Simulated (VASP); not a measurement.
Set up this calculation in VASP 6.6.1, as the native input.

```
Task                               : single point
Functional                         : HSE06
Potentials or basis                : VASP PAW PBE potentials, release 64 (Hf_pv, O)
Cutoff                             : 520 eV
k mesh                             : 6 × 6 × 6
Occupations                        : gaussian, width 0.01 eV
Spin                               : no spin polarisation
Dipole correction                  : no
Grid for exact exchange (PRECFOCK) : Normal
Further INCAR settings             : ALGO = Normal; EDIFF = 1e-06; NBANDS = 18
Share of exact exchange            : 0.25
Screening parameter                : 0.2079 1/Å
```

The system is HfO2.

```
CELL_PARAMETERS angstrom
0.00000 2.47860 2.47860
2.47860 0.00000 2.47860
2.47860 2.47860 0.00000
ATOMIC_POSITIONS crystal
Hf 0.00000 0.00000 0.00000
O 0.25000 0.25000 0.25000
O 0.75000 0.75000 0.75000
```

This cell differs from its parent crystal: strain -2.0%.

One way to write it, as run:

POSCAR

```
HfO2
1.0
    0.0000000000      2.4785986729      2.4785986729
    2.4785986729      0.0000000000      2.4785986729
    2.4785986729      2.4785986729      0.0000000000
Hf O
1 2
Direct
    0.0000000000      0.0000000000      0.0000000000
    0.2500000000      0.2500000000      0.2500000000
    0.7500000000      0.7500000000      0.7500000000
```

INCAR.step1

```
PREC = Accurate
ENCUT = 520
EDIFF = 1E-5
ISMEAR = 0
SIGMA = 0.01
LREAL = F
LASPH = T
NELM = 60
ALGO = Normal
ISIF = 2
LWAVE = T
GGA = PE
NBANDS = 18
```

INCAR.step2

```
PREC = Accurate
ENCUT = 520
EDIFF = 1E-6
ISMEAR = 0
SIGMA = 0.01
LREAL = F
LASPH = T
NELM = 60
ALGO = Normal
ISIF = 2
LWAVE = F
LCHARG = T
GGA = PE
LHFCALC = T
HFSCREEN = 0.2079
PRECFOCK = Normal
LELF = T
LVHAR = T
ISTART = 1
NBANDS = 18
```

KPOINTS

```
Automatic mesh
0
Gamma
  6 6 6
```

Potentials or basis: VASP PAW PBE potentials, release 64 (Hf_pv, O).

The run is started by

```sh
$ cat potpaw_PBE.64/Hf_pv/POTCAR potpaw_PBE.64/O/POTCAR > POTCAR
$ cp INCAR.step1 INCAR
$ mpirun -np 1 vasp_std > vasp.out
$ cp INCAR.step2 INCAR
$ mpirun -np 1 vasp_std > vasp.out
```

It gave:

```
Pressure               : 12.5 GPa
Band gap on the k mesh : 5.55 eV
```

Caveat: the cell differs from its parent crystal (strain -2.0%); the cell stands under pressure; the PAW data sets were made with another functional, which shifts forces and pressure a little; spin-orbit coupling is left out, which moves the levels of the heavy elements.

It took 32 min on 1 thread of AMD EPYC 7R13 Processor (Zen 3), with other jobs on the host, peak memory 0.25 GiB.
